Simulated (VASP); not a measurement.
Input of a VASP 6.6.1 run:

Contents of INCAR:

```
  PREC = Accurate
  ENCUT = 520
  EDIFF = 1E-6
  ISMEAR = 0
  SIGMA = 0.05
  LREAL = F
  LASPH = T
  NELM = 60
  ALGO = Normal
  ISIF = 2
  LWAVE = F
  LCHARG = T
  GGA = PS
  LELF = T
  LVHAR = T
  NBANDS = 16
```

The input KPOINTS:

```
Automatic mesh
0
Gamma
  12 12 4
```

The input POSCAR:

```
BN
1.0
    2.4630744378      0.0000000000      0.0000000000
   -1.2315372189      2.1330850345      0.0000000000
    0.0000000000      0.0000000000      6.9197497544
B N
2 2
Direct
    0.3333333333      0.6666666667      0.2500000000
    0.6666666667      0.3333333333      0.7500000000
    0.3333333333      0.6666666667      0.7500000000
    0.6666666667      0.3333333333      0.2500000000
```

Potentials or basis: VASP PAW PBE potentials, release 64 (B, N).

Launch:

```sh
$ cat potpaw_PBE.64/B/POTCAR potpaw_PBE.64/N/POTCAR > POTCAR
$ mpirun -np 1 vasp_std > vasp.out
```

(1) Estimate the pressure.

(2) Predict the band gap on the k mesh.

Answers

(1) 12.8 GPa.

(2) 4.31 eV, indirect (least direct gap 4.71 eV).

Caveat: the PAW data sets were made with another functional, which shifts forces and pressure a little; this functional lacks dispersion, which binds the layers, so the pressure and a relaxed spacing across them are unreliable.
